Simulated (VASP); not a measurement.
# Si (P3_221) in VASP: single point with PBE

Aim: the single point of Si with PBE.

All numbers are computed with VASP 6.6.1; they aren't measurements. Logs are shortened: lines on timing, memory, paths and dates and some standing lists are left out, and cuts for length are marked.

## Step 1: The cell of the first run

It takes space group P3_221 (No. 154, trigonal). Conventional cell: a = 6.326 Å, b = 6.326 Å, c = 3.927 Å, α = 90.00°, β = 90.00°, γ = 120.00°. Si (site symmetry 1) has 3 Si at 2.06 to 2.16 Å within 2.7 Å. Si (site symmetry 2) has 4 Si at 2.14 to 2.16 Å within 2.8 Å.

## Step 2: Single point, PBE

The input, INCAR:

```
PREC = Accurate
ENCUT = 520
EDIFF = 1E-7
ISMEAR = 0
SIGMA = 0.1
LREAL = F
LASPH = T
NELM = 100
ALGO = Normal
ISIF = 2
LWAVE = F
LCHARG = T
GGA = PE
LELF = T
LVHAR = T
NBANDS = 28
```

The input, KPOINTS:

```
Automatic mesh
0
Gamma
  3 3 4
```

The input, POSCAR:

```
Si
1.0
    6.3260691900      0.0000000000      0.0000000000
   -3.1630346000      5.4785366300      0.0000000000
    0.0000000000      0.0000000000      3.9268420200
Si
9
Direct
    0.7664782800      0.6084738900      0.1412367300
    0.3915261100      0.1580043900      0.8079034000
    0.8419956100      0.2335217200      0.4745700700
    0.6084738900      0.7664782800      0.8587632700
    0.1580043900      0.3915261100      0.1920966000
    0.2335217200      0.8419956100      0.5254299300
    0.5261267700      0.0000000000      0.1666666700
    0.0000000000      0.5261267700      0.8333333300
    0.4738732300      0.4738732300      0.5000000000
```

Potentials or basis: VASP PAW PBE potentials, release 64 (Si).

Run with:

```bash
> cat potpaw_PBE.64/Si/POTCAR > POTCAR
> mpirun -np 1 vasp_std > vasp.out
```

OUTCAR:

```text
PREC = Accurate
   ENCUT = 520
   EDIFF = 1E-7
   ISMEAR = 0
   LREAL = F
   LASPH = T
   NELM = 100
   ISIF = 2
   GGA = PE

 ion  position               nearest neighbor table
   1  0.766  0.608  0.141-   4 2.06   9 2.14   8 2.16   2 2.95   3 2.95   6 2.97   9 2.99
   2  0.392  0.158  0.808-   6 2.06   7 2.14   9 2.16   3 2.95   1 2.95   5 2.97   7 2.99
   3  0.842  0.234  0.475-   5 2.06   8 2.14   7 2.16   2 2.95   1 2.95   4 2.97   8 2.99
   4  0.608  0.766  0.859-   1 2.06   9 2.14   7 2.16   5 2.95   6 2.95   3 2.97   9 2.99
   5  0.158  0.392  0.192-   3 2.06   8 2.14   9 2.16   4 2.95   6 2.95   2 2.97   8 2.99
   6  0.234  0.842  0.525-   2 2.06   7 2.14   8 2.16   5 2.95   4 2.95   1 2.97   7 2.99
   7  0.526  0.000  0.167-   6 2.14   2 2.14   3 2.16   4 2.16   2 2.99   6 2.99
   8  0.000  0.526  0.833-   3 2.14   5 2.14   1 2.16   6 2.16   5 2.99   3 2.99
   9  0.474  0.474  0.500-   1 2.14   4 2.14   5 2.16   2 2.16   1 2.99   4 2.99

  LATTYP: Found a hexagonal cell.
 ALAT       =     6.3260691900
 C/A-ratio  =     0.6207396571

  Lattice vectors:

 A1 = (   6.3260691900,   0.0000000000,   0.0000000000)
 A2 = (  -3.1630346000,   5.4785366300,   0.0000000000)
 A3 = (   0.0000000000,   0.0000000000,   3.9268420200)

Analysis of symmetry for initial positions (statically):
=====================================================================
 Subroutine PRICEL returns:
 Original cell was already a primitive cell.

 Routine SETGRP: Setting up the symmetry group for a
 hexagonal supercell.

 Subroutine GETGRP returns: Found  6 space group operations
 (whereof  2 operations were pure point group operations)
 out of a pool of 24 trial point group operations.

The static configuration has the point symmetry C_2 .
 The point group associated with its full space group is D_3 .

Analysis of symmetry for dynamics (positions and initial velocities):
=====================================================================
 Subroutine PRICEL returns:
 Original cell was already a primitive cell.

 Routine SETGRP: Setting up the symmetry group for a
 hexagonal supercell.

 Subroutine GETGRP returns: Found  6 space group operations
 (whereof  2 operations were pure point group operations)
 out of a pool of 24 trial point group operations.

The dynamic configuration has the point symmetry C_2 .
 The point group associated with its full space group is D_3 .

 Subroutine INISYM returns: Found  6 space group operations
 (whereof  2 operations are pure point group operations),
 and found     1 'primitive' translations

----------------------------------------------------------------------------------------

                                     Primitive cell

  volume of cell :     136.0949

  direct lattice vectors                    reciprocal lattice vectors
     6.326069190  0.000000000  0.000000000     0.158076045  0.091265247  0.000000000
    -3.163034600  5.478536630  0.000000000     0.000000000  0.182530494  0.000000000
     0.000000000  0.000000000  3.926842020     0.000000000  0.000000000  0.254657558

  length of vectors
     6.326069190  6.326069197  3.926842020     0.182530495  0.182530494  0.254657558

  position of ions in fractional coordinates (direct lattice)
     0.766478280  0.608473890  0.141236730
     0.391526110  0.158004390  0.807903400
     0.841995610  0.233521720  0.474570070
     0.608473890  0.766478280  0.858763270
     0.158004390  0.391526110  0.192096600
     0.233521720  0.841995610  0.525429930
     0.526126770  0.000000000  0.166666670
     0.000000000  0.526126770  0.833333330
     0.473873230  0.473873230  0.500000000

  ion indices of the primitive-cell ions
   primitive index   ion index
                 1           1
                 2           2
                 3           3
                 4           4
                 5           5
                 6           6
                 7           7
                 8           8
                 9           9

----------------------------------------------------------------------------------------

 KPOINTS: Automatic mesh

Automatic generation of k-mesh.
 Grid dimensions read from file:
 generate k-points for:    3    3    4

 Generating k-lattice:

  Cartesian coordinates                     Fractional coordinates (reciprocal lattice)
     0.052692015  0.030421749  0.000000000     0.333333333  0.000000000  0.000000000
     0.000000000  0.060843498  0.000000000     0.000000000  0.333333333  0.000000000
     0.000000000  0.000000000  0.063664390     0.000000000  0.000000000  0.250000000

  Length of vectors
     0.060843498  0.060843498  0.063664390

  Shift w.r.t. Gamma in fractional coordinates (k-lattice)
     0.000000000  0.000000000  0.000000000

 Subroutine IBZKPT returns following result:
 ===========================================

 Found     10 irreducible k-points:

 Following reciprocal coordinates:
            Coordinates               Weight
  0.000000  0.000000  0.000000      1.000000
  0.333333 -0.000000  0.000000      6.000000
  0.333333  0.333333  0.000000      2.000000
  0.000000  0.000000  0.250000      2.000000
  0.333333 -0.000000  0.250000      6.000000
  0.000000  0.333333  0.250000      6.000000
  0.333333  0.333333  0.250000      4.000000
  0.000000  0.000000  0.500000      1.000000
  0.333333 -0.000000  0.500000      6.000000
  0.333333  0.333333  0.500000      2.000000
   k-points           NKPTS =     10   k-points in BZ     NKDIM =     10   number of bands    NBANDS=     28
   number of dos      NEDOS =    301   number of ions     NIONS =      9
   total plane-waves  NPLWV =  69120
   dimension x,y,z NGX =    48 NGY =   48 NGZ =   30
   dimension x,y,z NGXF=    96 NGYF=   96 NGZF=   60
   ions per type =               9
   NGX,Y,Z   is equivalent  to a cutoff of  12.61, 12.61, 12.70 a.u.
   NGXF,Y,Z  is equivalent  to a cutoff of  25.23, 25.23, 25.40 a.u.
 SYSTEM =  unknown system
   PREC   = accura    normal or accurate (medium, high low for compatibility)
   ISTART =      0    job   : 0-new  1-cont  2-samecut
   ICHARG =      2    charge: 1-file 2-atom 10-const
   ISPIN  =      1    spin polarized calculation?
   LNONCOLLINEAR =      F non collinear calculations
   LSORBIT =      F    spin-orbit coupling
   LASPH  =      T    aspherical Exc in radial PAW
   ENCUT  =  520.0 eV  38.22 Ry    6.18 a.u.  11.76 11.76  7.30*2*pi/ulx,y,z
   NELM   =    100;   NELMIN=  2; NELMDL= -5     # of ELM steps
   EDIFF  = 0.1E-06   stopping-criterion for ELM
   LREAL  =      F    real-space projection
   EDIFFG = 0.1E-05   stopping-criterion for IOM
   NSW    =      0    number of steps for IOM
   IBRION =     -1    ionic relax: 0-MD 1-quasi-New 2-CG
   NFREE  =      0    steps in history (QN), initial steepest desc. (CG)
   ISIF   =      2    stress and relaxation
   ISYM   =      2    0-nonsym 1-usesym 2-fastsym
   POTIM  = 0.5000    time-step for ionic-motion
   TEBEG  =    0.0;   TEEND  =   0.0 temperature during run
   PSTRESS=    0.0 pullay stress
   NELECT =      36.0000    total number of electrons
   NUPDOWN=      -1.0000    fix difference up-down
   EMIN   =  10.00;   EMAX   =-10.00  energy-range for DOS
   EFERMI =   0.00;   METHOD = LEGACY
   ISMEAR =     0;   SIGMA  =   0.10  broadening in eV -4-tet -1-fermi 0-gaus
   EFERMI_NEDOS =   21; number of points for ismear=-14 and -15
   IALGO  =     38    algorithm
   IMIX   =      4    mixing-type and parameters
     AMIX     =   0.40;   BMIX     =  1.00
     AMIX_MAG =   1.60;   BMIX_MAG =  1.00
  volume/ion in A,a.u.               =      15.12       102.05
  Fermi-wavevector in a.u.,A,eV,Ry     =   1.050901  1.985914 15.026170  1.104392
  Thomas-Fermi vector in A             =   2.185922
   LORBIT       =      0    0 simple, 1 ext, 2 COOP (PROOUT), +10 PAW based schemes
   GGA     = PE    functional components
   LHFCALC =     F    Hartree Fock is set to
   AEXX    =    0.0000 exact exchange contribution
   IVDW    =     0    specifies the selected vdW correction
   LEPSILON=     F    determine dielectric tensor
   LRPA    =     F    only Hartree local field effects (RPA)
 non-spin polarized calculation
 Gauss-broadening in eV      SIGMA  =   0.10
  energy-cutoff  :      520.00
  volume of cell :      136.09
 maximum number of plane-waves:      3722
 NGX is ok and might be reduce to    48
   NGX = 23   NGY = 23   NGZ = 15

 number of electron      36.0000001 magnetization

 Free energy of the ion-electron system (eV)
  ---------------------------------------------------
  ext. energy  EPLUGINS =         0.00000000
  ---------------------------------------------------
  free energy    TOTEN  =       -39.33960849 eV

  energy without entropy =      -39.32858655  energy(sigma->0) =      -39.33409752

 E-fermi :   8.9956     XC(G=0): -10.6720

 val. band max:        8.9302578255   @ k =   0.3333  -0.0000   0.2500
 cond. band min:       9.1080337291   @ k =   0.3333  -0.0000   0.0000
 fundamental gap:      0.1777759036
 Fermi energy:         8.9955845194

 k-point     1 :       0.0000    0.0000    0.0000
  band No.  band energies     occupation
      1      -5.4640      2.00000
      2      -2.1769      2.00000
      3      -2.1769      2.00000
      4      -0.3065      2.00000
      5      -0.3065      2.00000
      6      -0.1295      2.00000
[... 20 lines left out ...]
     27      11.8702      0.00000
     28      14.2217      0.00000

 k-point     2 :       0.3333   -0.0000    0.0000
  band No.  band energies     occupation
      1      -5.0267      2.00000
      2      -3.5348      2.00000
      3      -2.5653      2.00000
      4      -0.5386      2.00000
      5       0.8693      2.00000
      6       1.9100      2.00000
[... 20 lines left out ...]
     27      13.2066      0.00000
     28      13.2398      0.00000

 k-point     3 :       0.3333    0.3333    0.0000
  band No.  band energies     occupation
      1      -4.3240      2.00000
      2      -4.3240      2.00000
      3      -3.1186      2.00000
      4       0.9610      2.00000
      5       0.9610      2.00000
      6       1.0684      2.00000
[... 20 lines left out ...]
     27      13.3792      0.00000
     28      14.1398      0.00000

 k-point     4 :       0.0000    0.0000    0.2500
  band No.  band energies     occupation
      1      -4.8978      2.00000
      2      -1.6816      2.00000
      3      -1.6507      2.00000
      4      -0.6842      2.00000
      5       0.0681      2.00000
      6       0.3809      2.00000
[... 20 lines left out ...]
     27      13.5232      0.00000
     28      13.7138      0.00000

 k-point     5 :       0.3333   -0.0000    0.2500
  band No.  band energies     occupation
      1      -4.4641      2.00000
      2      -2.9963      2.00000
      3      -2.0357      2.00000
      4      -0.4710      2.00000
      5       0.4416      2.00000
      6       0.8831      2.00000
[... 20 lines left out ...]
     27      13.5959      0.00000
     28      13.8550      0.00000

 k-point     6 :       0.0000    0.3333    0.2500
  band No.  band energies     occupation
      1      -4.4647      2.00000
      2      -2.9866      2.00000
      3      -2.0618      2.00000
      4      -0.3565      2.00000
      5       0.1766      2.00000
      6       1.1963      2.00000
[... 20 lines left out ...]
     27      13.4252      0.00000
     28      13.7201      0.00000

 k-point     7 :       0.3333    0.3333    0.2500
  band No.  band energies     occupation
      1      -3.7777      2.00000
      2      -3.7587      2.00000
      3      -2.5963      2.00000
      4       0.3534      2.00000
      5       0.4600      2.00000
      6       1.0348      2.00000
[... 20 lines left out ...]
     27      13.5178      0.00000
     28      14.2241      0.00000

 k-point     8 :       0.0000    0.0000    0.5000
  band No.  band energies     occupation
      1      -3.2352      2.00000
      2      -3.2352      2.00000
      3      -0.4623      2.00000
      4      -0.1683      2.00000
      5       0.0770      2.00000
      6       0.0770      2.00000
[... 20 lines left out ...]
     27      15.0129      0.00000
     28      15.0986      0.00000

 k-point     9 :       0.3333   -0.0000    0.5000
  band No.  band energies     occupation
      1      -2.8539      2.00000
      2      -2.8038      2.00000
      3      -1.4387      2.00000
      4      -1.3758      2.00000
      5      -0.5036      2.00000
      6      -0.1173      2.00000
[... 20 lines left out ...]
     27      14.1825      0.00000
     28      14.6826      0.00000

 k-point    10 :       0.3333    0.3333    0.5000
  band No.  band energies     occupation
      1      -2.2446      2.00000
      2      -2.2435      2.00000
      3      -2.2435      2.00000
      4      -1.9541      2.00000
      5      -0.7667      2.00000
      6      -0.7667      2.00000
[... 20 lines left out ...]
     27      15.0978      0.00000
     28      16.0679      0.00000

------------------------ aborting loop because EDIFF is reached ----------------------------------------

  FORCE on cell =-STRESS in cart. coord.  units (eV):
  Direction    XX          YY          ZZ          XY          YZ          ZX
  --------------------------------------------------------------------------------------
  -------------------------------------------------------------------------------------
  Total       35.4578507     35.4578508     30.4972709     -0.0000000      0.0000000      0.0000000
  in kB      417.4274963    417.4274971    359.0290773     -0.0000004      0.0000000      0.0000000
  external PRESSURE =     397.9613569 kB  Pullay stress =       0.0000000 kB

 VOLUME and BASIS-vectors are now :
 -----------------------------------------------------------------------------
  energy-cutoff  :      520.00
  volume of cell :      136.09
      direct lattice vectors                 reciprocal lattice vectors
     6.326069190  0.000000000  0.000000000     0.158076045  0.091265247  0.000000000
    -3.163034600  5.478536630  0.000000000     0.000000000  0.182530494  0.000000000
     0.000000000  0.000000000  3.926842020     0.000000000  0.000000000  0.254657558

 POSITION                                       TOTAL-FORCE (eV/Angst)
 -----------------------------------------------------------------------------------
      2.92417      3.33355      0.55461         3.839670      0.695197      2.021863
      1.97705      0.86563      3.17251        -2.521893      2.977654      2.021863
      4.58789      1.27936      1.86356        -1.317777     -3.672850      2.021863
      1.42485      4.19918      3.37223        -1.317777      3.672850     -2.021863
     -0.23886      2.14499      0.75433         3.839670     -0.695197     -2.021863
     -1.18599      4.61290      2.06328        -2.521893     -2.977654     -2.021863
      3.32831      0.00000      0.65447         0.756999     -0.000000     -0.000000
     -1.66416      2.88240      3.27237        -0.378500      0.655580     -0.000000
      1.49888      2.59613      1.96342        -0.378500     -0.655580     -0.000000
 -----------------------------------------------------------------------------------
    total drift:                                0.000005      0.000003     -0.000000

  FREE ENERGIE OF THE ION-ELECTRON SYSTEM (eV)
  ---------------------------------------------------
  free  energy   TOTEN  =       -39.3396084918 eV

  energy  without entropy=      -39.3285865522  energy(sigma->0) =      -39.33409752
```

Run time: 16 s. Hardware: 1 thread of Intel Xeon 6975P-C (Granite Rapids), shared host; peak memory 0.23 GiB.

Results:

```
Free energy            : -39.3396 eV
Pressure               : 39.8 GPa
Largest force          : 4.395 eV/Å
Band gap on the k mesh : zero (band 18 reaches 9.79 eV, above the bottom of band 19 at 8.63 eV)
```

Forces on the atoms (eV/Å):
```
Si   3.840  0.695  2.022
Si  -2.522  2.978  2.022
Si  -1.318 -3.673  2.022
Si  -1.318  3.673 -2.022
Si   3.840 -0.695 -2.022
Si  -2.522 -2.978 -2.022
Si   0.757  0.000  0.000
Si  -0.379  0.656  0.000
Si  -0.379 -0.656  0.000
```

Levels at points of the mesh, in eV from the Fermi level:
```csv
k point,band 16,band 17,band 18,band 19,band 20,band 21
"(0.00, 0.00, 0.00)",-1.64,-0.39,-0.39,0.47,0.85,1.00
"(0.00, 0.00, 0.50)",-1.18,-0.26,0.79,2.30,2.30,2.52
```

Caveat: the k points lie up to 0.40 Å⁻¹ apart; forces of over 1 eV/Å act on the atoms, so gaps and moduli don't describe the material at rest.
